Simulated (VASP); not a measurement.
# HgTe (F-43m) in VASP: settings compared

HgTe is run at these levels: b88 exchange, pbe correlation; tasks: single point.

Program: VASP 6.6.1. These are calculated values, not measurements. Logs are shortened: lines on timing, memory, paths and dates and some standing lists are left out, and cuts for length are marked.

### Step 1. The cell of the first run

It takes space group F-43m (No. 216, cubic). The conventional cell has a = 6.429 Å, b = 6.429 Å, c = 6.429 Å, α = 90.00°, β = 90.00°, γ = 90.00°. Hg (site symmetry -43m) has 4 Te at 2.78 Å within 3.7 Å. Within 3.7 Å of Te (site symmetry -43m) lie 4 Hg at 2.78 Å.

### Step 2. Single point, b88 exchange, pbe correlation

INCAR

```
SYSTEM = HgTe
ALGO = Normal
EDIFF = 1E-6
ENCUT = 500
GGA = LIBXC
GGA_COMPAT = .False.
ISIF = 2
ISMEAR = -1
LASPH = .True.
LCHARG = .False.
LIBXC1 = GGA_X_B88
LIBXC2 = GGA_C_PBE
LREAL = .False.
LWAVE = .False.
NBANDS = 16
NELM = 120
PREC = Accurate
SIGMA = 0.05
```

KPOINTS

```
k-points
0
Gamma
  7 7 7
  0 0 0
```

POSCAR

```
HgTe
1.0
    0.0000000000      3.2145000000      3.2145000000
    3.2145000000      0.0000000000      3.2145000000
    3.2145000000      3.2145000000      0.0000000000
Hg Te
1 1
Direct
    0.0000000000      0.0000000000      0.0000000000
    0.7500000000      0.7500000000      0.7500000000
```

Potentials or basis: VASP PAW PBE potentials, release 64 (Hg, Te).

The run is started by

```bash
> cat potpaw_PBE.64/Hg/POTCAR potpaw_PBE.64/Te/POTCAR > POTCAR
> mpirun -np 1 vasp_std > vasp.out
```

OUTCAR:

```text
SYSTEM = HgTe
   EDIFF = 1E-6
   ENCUT = 500
   GGA = LIBXC
   ISIF = 2
   ISMEAR = -1
   LASPH = .True.
   LREAL = .False.
   NELM = 120
   PREC = Accurate

 ion  position               nearest neighbor table
   1  0.000  0.000  0.000-   2 2.78   2 2.78   2 2.78   2 2.78
   2  0.750  0.750  0.750-   1 2.78   1 2.78   1 2.78   1 2.78

  LATTYP: Found a face centered cubic cell.
 ALAT       =     6.4290000000

  Lattice vectors:

 A1 = (   0.0000000000,   3.2145000000,   3.2145000000)
 A2 = (   3.2145000000,   0.0000000000,   3.2145000000)
 A3 = (   3.2145000000,   3.2145000000,   0.0000000000)

Analysis of symmetry for initial positions (statically):
=====================================================================
 Subroutine PRICEL returns:
 Original cell was already a primitive cell.

 Routine SETGRP: Setting up the symmetry group for a
 face centered cubic supercell.

 Subroutine GETGRP returns: Found 24 space group operations
 (whereof 24 operations were pure point group operations)
 out of a pool of 48 trial point group operations.

The static configuration has the point symmetry T_d .

Analysis of symmetry for dynamics (positions and initial velocities):
=====================================================================
 Subroutine PRICEL returns:
 Original cell was already a primitive cell.

 Routine SETGRP: Setting up the symmetry group for a
 face centered cubic supercell.

 Subroutine GETGRP returns: Found 24 space group operations
 (whereof 24 operations were pure point group operations)
 out of a pool of 48 trial point group operations.

The dynamic configuration has the point symmetry T_d .

 Subroutine INISYM returns: Found 24 space group operations
 (whereof 24 operations are pure point group operations),
 and found     1 'primitive' translations

----------------------------------------------------------------------------------------

                                     Primitive cell

  volume of cell :      66.4309

  direct lattice vectors                    reciprocal lattice vectors
     0.000000000  3.214500000  3.214500000    -0.155545186  0.155545186  0.155545186
     3.214500000  0.000000000  3.214500000     0.155545186 -0.155545186  0.155545186
     3.214500000  3.214500000  0.000000000     0.155545186  0.155545186 -0.155545186

  length of vectors
     4.545989496  4.545989496  4.545989496     0.269412165  0.269412165  0.269412165

  position of ions in fractional coordinates (direct lattice)
     0.000000000  0.000000000  0.000000000
     0.750000000  0.750000000  0.750000000

  ion indices of the primitive-cell ions
   primitive index   ion index
                 1           1
                 2           2

----------------------------------------------------------------------------------------

 KPOINTS: k-points

Automatic generation of k-mesh.
 Grid dimensions read from file:
 generate k-points for:    7    7    7

 Generating k-lattice:

  Cartesian coordinates                     Fractional coordinates (reciprocal lattice)
    -0.022220741  0.022220741  0.022220741     0.142857143  0.000000000  0.000000000
     0.022220741 -0.022220741  0.022220741     0.000000000  0.142857143  0.000000000
     0.022220741  0.022220741 -0.022220741     0.000000000  0.000000000  0.142857143

  Length of vectors
     0.038487452  0.038487452  0.038487452

  Shift w.r.t. Gamma in fractional coordinates (k-lattice)
     0.000000000  0.000000000  0.000000000

 Subroutine IBZKPT returns following result:
 ===========================================

 Found     20 irreducible k-points:

 Following reciprocal coordinates:
            Coordinates               Weight
  0.000000  0.000000  0.000000      1.000000
  0.142857  0.000000  0.000000      8.000000
  0.285714  0.000000  0.000000      8.000000
  0.428571  0.000000  0.000000      8.000000
  0.142857  0.142857  0.000000      6.000000
  0.285714  0.142857  0.000000     24.000000
[... 12 lines left out ...]
 -0.428571  0.428571  0.142857     24.000000
 -0.285714  0.428571  0.142857     24.000000
   k-points           NKPTS =     20   k-points in BZ     NKDIM =     20   number of bands    NBANDS=     16
   number of dos      NEDOS =    301   number of ions     NIONS =      2
   total plane-waves  NPLWV =  46656
   dimension x,y,z NGX =    36 NGY =   36 NGZ =   36
   dimension x,y,z NGXF=    72 NGYF=   72 NGZF=   72
   ions per type =               1   1
   NGX,Y,Z   is equivalent  to a cutoff of  13.17, 13.17, 13.17 a.u.
   NGXF,Y,Z  is equivalent  to a cutoff of  26.33, 26.33, 26.33 a.u.
 SYSTEM =  HgTe
   PREC   = accura    normal or accurate (medium, high low for compatibility)
   ISTART =      0    job   : 0-new  1-cont  2-samecut
   ICHARG =      2    charge: 1-file 2-atom 10-const
   ISPIN  =      1    spin polarized calculation?
   LNONCOLLINEAR =      F non collinear calculations
   LSORBIT =      F    spin-orbit coupling
   LASPH  =      T    aspherical Exc in radial PAW
   ENCUT  =  500.0 eV  36.75 Ry    6.06 a.u.   8.29  8.29  8.29*2*pi/ulx,y,z
   NELM   =    120;   NELMIN=  2; NELMDL= -5     # of ELM steps
   EDIFF  = 0.1E-05   stopping-criterion for ELM
   LREAL  =      F    real-space projection
   EDIFFG = 0.1E-04   stopping-criterion for IOM
   NSW    =      0    number of steps for IOM
   IBRION =     -1    ionic relax: 0-MD 1-quasi-New 2-CG
   NFREE  =      0    steps in history (QN), initial steepest desc. (CG)
   ISIF   =      2    stress and relaxation
   ISYM   =      2    0-nonsym 1-usesym 2-fastsym
   POTIM  = 0.5000    time-step for ionic-motion
   TEBEG  =    0.0;   TEEND  =   0.0 temperature during run
   PSTRESS=    0.0 pullay stress
   NELECT =      18.0000    total number of electrons
   NUPDOWN=      -1.0000    fix difference up-down
   EMIN   =  10.00;   EMAX   =-10.00  energy-range for DOS
   EFERMI =   0.00;   METHOD = LEGACY
   ISMEAR =    -1;   SIGMA  =   0.05  broadening in eV -4-tet -1-fermi 0-gaus
   EFERMI_NEDOS =   21; number of points for ismear=-14 and -15
   IALGO  =     38    algorithm
   IMIX   =      4    mixing-type and parameters
     AMIX     =   0.40;   BMIX     =  1.00
     AMIX_MAG =   1.60;   BMIX_MAG =  1.00
  volume/ion in A,a.u.               =      33.22       224.15
  Fermi-wavevector in a.u.,A,eV,Ry     =   1.059357  2.001894 15.268958  1.122237
  Thomas-Fermi vector in A             =   2.194699
   LORBIT       =      0    0 simple, 1 ext, 2 COOP (PROOUT), +10 PAW based schemes
   GGA     = LIBXC    functional components
   LHFCALC =     F    Hartree Fock is set to
   AEXX    =    0.0000 exact exchange contribution
   IVDW    =     0    specifies the selected vdW correction
   LEPSILON=     F    determine dielectric tensor
   LRPA    =     F    only Hartree local field effects (RPA)
 non-spin polarized calculation
  energy-cutoff  :      500.00
  volume of cell :       66.43
 maximum number of plane-waves:      1716
 NGX is ok and might be reduce to    36
   NGX = 17   NGY = 17   NGZ = 17

 number of electron      18.0000000 magnetization

 Free energy of the ion-electron system (eV)
  ---------------------------------------------------
  ext. energy  EPLUGINS =         0.00000000
  ---------------------------------------------------
  free energy    TOTEN  =        -3.24364879 eV

  energy without entropy =       -3.24296064  energy(sigma->0) =       -3.24330471

 E-fermi :   3.2619     XC(G=0):  -8.8296

 val. band max:        3.2213201339   @ k =   0.0000   0.0000   0.0000
 cond. band min:       3.9467032875   @ k =   0.4286   0.0000   0.0000
 fundamental gap:      0.7253831535
 Fermi energy:         3.2618842554

 k-point     1 :       0.0000    0.0000    0.0000
  band No.  band energies     occupation
      1      -8.8904      2.00000
      2      -4.2327      2.00000
      3      -4.2327      2.00000
      4      -4.2327      2.00000
      5      -3.6839      2.00000
      6      -3.6839      2.00000
[... 8 lines left out ...]
     15      12.8118      0.00000
     16      12.8118      0.00000

 k-point     2 :       0.1429    0.0000    0.0000
  band No.  band energies     occupation
      1      -8.7879      2.00000
      2      -4.2043      2.00000
      3      -4.2043      2.00000
      4      -4.1936      2.00000
      5      -3.6866      2.00000
      6      -3.6866      2.00000
[... 8 lines left out ...]
     15      11.9009      0.00000
     16      11.9009      0.00000

 k-point     3 :       0.2857    0.0000    0.0000
  band No.  band energies     occupation
      1      -8.5437      2.00000
      2      -4.1468      2.00000
      3      -4.1468      2.00000
      4      -4.0034      2.00000
      5      -3.6826      2.00000
      6      -3.6826      2.00000
[... 8 lines left out ...]
     15      11.8635      0.00000
     16      11.8635      0.00000

 k-point     4 :       0.4286    0.0000    0.0000
  band No.  band energies     occupation
      1      -8.3329      2.00000
      2      -4.1099      2.00000
      3      -4.1099      2.00000
      4      -3.6659      2.00000
      5      -3.6659      2.00000
      6      -3.5428      2.00000
[... 8 lines left out ...]
     15      12.9155      0.00000
     16      12.9155      0.00000

 k-point     5 :       0.1429    0.1429    0.0000
  band No.  band energies     occupation
      1      -8.7534      2.00000
      2      -4.2183      2.00000
      3      -4.1764      2.00000
      4      -4.1764      2.00000
      5      -3.7037      2.00000
      6      -3.6719      2.00000
[... 8 lines left out ...]
     15      11.3721      0.00000
     16      12.9096      0.00000

 k-point     6 :       0.2857    0.1429    0.0000
  band No.  band energies     occupation
      1      -8.5549      2.00000
      2      -4.1639      2.00000
      3      -4.1129      2.00000
      4      -4.0672      2.00000
      5      -3.7051      2.00000
      6      -3.6616      2.00000
[... 8 lines left out ...]
     15      12.3567      0.00000
     16      12.7075      0.00000

 k-point     7 :       0.4286    0.1429    0.0000
  band No.  band energies     occupation
      1      -8.3286      2.00000
      2      -4.1074      2.00000
      3      -4.0689      2.00000
      4      -3.7961      2.00000
      5      -3.6543      2.00000
      6      -3.5952      2.00000
[... 8 lines left out ...]
     15      12.5467      0.00000
     16      13.3765      0.00000

 k-point     8 :      -0.4286    0.1429    0.0000
  band No.  band energies     occupation
      1      -8.2557      2.00000
      2      -4.0880      2.00000
      3      -4.0687      2.00000
      4      -3.6943      2.00000
      5      -3.6704      2.00000
      6      -3.3587      2.00000
[... 8 lines left out ...]
     15      12.7268      0.00000
     16      12.8407      0.00000

 k-point     9 :      -0.2857    0.1429    0.0000
  band No.  band energies     occupation
      1      -8.3995      2.00000
      2      -4.1094      2.00000
      3      -4.1002      2.00000
      4      -3.8609      2.00000
      5      -3.6996      2.00000
      6      -3.6392      2.00000
[... 8 lines left out ...]
     15      12.0205      0.00000
     16      13.4408      0.00000
[... 96 lines left out ...]
 k-point    15 :       0.4286    0.4286    0.0000
  band No.  band energies     occupation
      1      -8.1373      2.00000
      2      -4.0611      2.00000
      3      -3.9002      2.00000
      4      -3.9002      2.00000
      5      -3.6225      2.00000
      6      -3.3805      2.00000
[... 8 lines left out ...]
     15      13.4728      0.00000
     16      15.2641      0.00000

 k-point    16 :      -0.4286    0.4286    0.0000
  band No.  band energies     occupation
      1      -8.0962      2.00000
      2      -4.0398      2.00000
      3      -3.8993      2.00000
      4      -3.8616      2.00000
      5      -3.6337      2.00000
      6      -3.1524      2.00000
[... 8 lines left out ...]
     15      13.5385      0.00000
     16      14.8343      0.00000

 k-point    17 :       0.4286    0.2857    0.1429
  band No.  band energies     occupation
      1      -8.3627      2.00000
      2      -4.0997      2.00000
      3      -4.0549      2.00000
      4      -3.9255      2.00000
      5      -3.6761      2.00000
      6      -3.6316      2.00000
[... 8 lines left out ...]
     15      13.4980      0.00000
     16      13.7107      0.00000

 k-point    18 :      -0.4286    0.2857    0.1429
  band No.  band energies     occupation
      1      -8.2012      2.00000
      2      -4.0529      2.00000
      3      -4.0210      2.00000
      4      -3.7604      2.00000
      5      -3.6721      2.00000
      6      -3.3734      2.00000
[... 8 lines left out ...]
     15      13.1605      0.00000
     16      13.8579      0.00000

 k-point    19 :      -0.4286    0.4286    0.1429
  band No.  band energies     occupation
      1      -8.1295      2.00000
      2      -4.0267      2.00000
      3      -3.9514      2.00000
      4      -3.8383      2.00000
      5      -3.6506      2.00000
      6      -3.2657      2.00000
[... 8 lines left out ...]
     15      13.9775      0.00000
     16      14.3963      0.00000

 k-point    20 :      -0.2857    0.4286    0.1429
  band No.  band energies     occupation
      1      -8.1115      2.00000
      2      -4.0187      2.00000
      3      -3.9617      2.00000
      4      -3.7544      2.00000
      5      -3.6976      2.00000
      6      -3.1092      2.00000
[... 8 lines left out ...]
     15      13.3512      0.00000
     16      15.1353      0.00000

------------------------ aborting loop because EDIFF is reached ----------------------------------------

  FORCE on cell =-STRESS in cart. coord.  units (eV):
  Direction    XX          YY          ZZ          XY          YZ          ZX
  --------------------------------------------------------------------------------------
  -------------------------------------------------------------------------------------
  Total        1.8785444      1.8785444      1.8785444      0.0000000      0.0000000     -0.0000000
  in kB       45.3066297     45.3066297     45.3066297      0.0000000      0.0000000     -0.0000000
  external PRESSURE =      45.3066297 kB  Pullay stress =       0.0000000 kB

 VOLUME and BASIS-vectors are now :
 -----------------------------------------------------------------------------
  energy-cutoff  :      500.00
  volume of cell :       66.43
      direct lattice vectors                 reciprocal lattice vectors
     0.000000000  3.214500000  3.214500000    -0.155545186  0.155545186  0.155545186
     3.214500000  0.000000000  3.214500000     0.155545186 -0.155545186  0.155545186
     3.214500000  3.214500000  0.000000000     0.155545186  0.155545186 -0.155545186

 POSITION                                       TOTAL-FORCE (eV/Angst)
 -----------------------------------------------------------------------------------
      0.00000      0.00000      0.00000         0.000000      0.000000      0.000000
      4.82175      4.82175      4.82175        -0.000000     -0.000000     -0.000000
 -----------------------------------------------------------------------------------
    total drift:                               -0.000000     -0.000000      0.000000

  FREE ENERGIE OF THE ION-ELECTRON SYSTEM (eV)
  ---------------------------------------------------
  free  energy   TOTEN  =        -3.2436487904 eV

  energy  without entropy=       -3.2429606352  energy(sigma->0) =       -3.24330471
```

Wall time 26 s (1 thread of Intel Xeon Platinum 8259CL at 2.50GHz (Skylake/Cascade Lake), shared host); peak memory 0.21 GiB.

Results:

```yaml
Free_energy: -3.2436 eV
Pressure: 4.5 GPa
Band_gap_on_the_k_mesh: zero (filled and empty bands touch)
```

Caveat: the cell stands under pressure; semilocal functionals underestimate gaps, so a narrow gap can read as zero; the PAW data sets were made with another functional, which shifts forces and pressure a little; spin-orbit coupling is left out, which moves the levels of the heavy elements.

### Step 3. Single point, b88 exchange, pbe correlation

This run uses another cell than the first one, of 33.88 Å³/atom.

INCAR

```
SYSTEM = HgTe
ALGO     = Normal         ! electronic algorithm
EDIFF    = 1E-6           ! SCF threshold, eV
ENCUT    = 500            ! plane-wave cutoff, eV
GGA      = LIBXC          ! functional
GGA_COMPAT= .False.      
ISIF     = 2              ! what is computed and relaxed
ISMEAR   = -1             ! smearing method
LASPH    = .True.         ! aspherical terms in the spheres
LCHARG   = .False.        ! write CHGCAR
LIBXC1   = GGA_X_B88    
LIBXC2   = GGA_C_PBE    
LREAL    = .False.        ! projectors in reciprocal space
LWAVE    = .False.        ! write WAVECAR
NBANDS   = 16             ! bands
NELM     = 120            ! most SCF steps
PREC     = Accurate       ! precision mode
SIGMA    = 0.05           ! smearing width, eV
```

KPOINTS is that of step 2.

POSCAR

```
HgTe
1.0
    0.0000000000      3.2357886999      3.2357886999
    3.2357886999      0.0000000000      3.2357886999
    3.2357886999      3.2357886999      0.0000000000
Hg Te
1 1
Direct
    0.0000000000      0.0000000000      0.0000000000
    0.7500000000      0.7500000000      0.7500000000
```

Potentials or basis: VASP PAW PBE potentials, release 64 (Hg, Te).

The run is started by

```bash
> cat potpaw_PBE.64/Hg/POTCAR potpaw_PBE.64/Te/POTCAR > POTCAR
> mpirun -np 1 vasp_std > vasp.out
```

It took 25 s on 1 thread of Intel Xeon Platinum 8259CL at 2.50GHz (Skylake/Cascade Lake), shared host; peak memory 0.21 GiB.

Results (log left out):

```
Free energy            : -3.2771 eV
Pressure               : 3.5 GPa
Band gap on the k mesh : zero (filled and empty bands touch)
```

Levels at points of the mesh, in eV from the Fermi level:
```tsv
k point	band 6	band 7	band 8	band 9	band 10	band 11	band 12	band 13
(0.00, 0.00, 0.00)	-6.85	-0.79	-0.04	-0.04	-0.04	4.20	4.20	4.20
```

Caveat: the cell stands under pressure; semilocal functionals underestimate gaps, so a narrow gap can read as zero; the PAW data sets were made with another functional, which shifts forces and pressure a little; spin-orbit coupling is left out, which moves the levels of the heavy elements.
